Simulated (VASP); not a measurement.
Here is a VASP 6.6.1 calculation.

INCAR

```
SYSTEM = Ti
PREC = Accurate
ENCUT = 500
EDIFF = 1E-6
ISMEAR = -1
SIGMA = 0.05
LREAL = .False.
LASPH = .True.
NELM = 120
ALGO = Normal
ISIF = 2
LWAVE = .False.
LCHARG = .False.
GGA = PS
NBANDS = 12
GGA_COMPAT = .False.
```

KPOINTS

```
regular mesh
0
Gamma
  10 10 10
  0 0 0
```

Contents of POSCAR:

```
Ti
1.0
   -1.6492050000      1.6492050000      1.6410000000
    1.6492050000     -1.6492050000      1.6410000000
    1.6327950000      1.6327950000     -1.6410000000
Ti
1
Direct
    0.0000000000      0.0000000000      0.0000000000
```

Potentials or basis: VASP PAW PBE potentials, release 64 (Ti_sv).

Launch:

```bash
$ cat potpaw_PBE.64/Ti_sv/POTCAR > POTCAR
$ mpirun -np 1 vasp_std > vasp.out
```

(1) Estimate the pressure.

(2) Predict the band gap on the k mesh.

Answers

(1) -6.9 GPa.

(2) zero (band 6 reaches 8.69 eV, above the bottom of band 7 at 7.13 eV).

Caveat: the PAW data sets were made with another functional, which shifts forces and pressure a little.
